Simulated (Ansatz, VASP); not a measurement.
## CaO in VASP and in Ansatz

```
Ca O
1.0
     0.00000    2.41227    2.48574
     2.41227    0.00000    2.48574
     2.41227    2.41227    0.00000
Ca O
1 1
Direct
  0.00000 0.00000 0.00000
  0.50000 0.50000 0.50000
```

Change from the starting cell: strain -0.015 along x and y, +0.015 along z, atoms carried along.

Alike in both runs: task single point; functional r2SCAN; k mesh 8 × 8 × 8; occupations gaussian, width 0.05 eV; no spin polarisation.

```csv
,VASP,Ansatz
version,VASP 6.6.1,Ansatz 0.2.0
potentials or method,"VASP PAW PBE potentials, release 64 (Ca_sv, O), cutoff 520 eV","scalar-relativistic, plane waves, PAW"
valence electrons in the cell,16,16
```

VASP gave:

```
gap on the k mesh at the Fermi level (eV)                     : 4.15
least direct gap on the mesh (eV)                             : 4.55
pressure (GPa)                                                : -4.1
traceless stress, the component that is largest in VASP (GPa) : -2.65
```

**Question.** Estimate Ansatz's values.

**Answer.** gap on the k mesh at the Fermi level (eV): 4.16; least direct gap on the mesh (eV): 4.56; pressure (GPa): -4.9; traceless stress, the component that is largest in VASP (GPa): -2.45.

VASP's potentials were made for PBE, not for r2SCAN. The functional is the same, so the differences come from potentials, cutoffs and numerics.
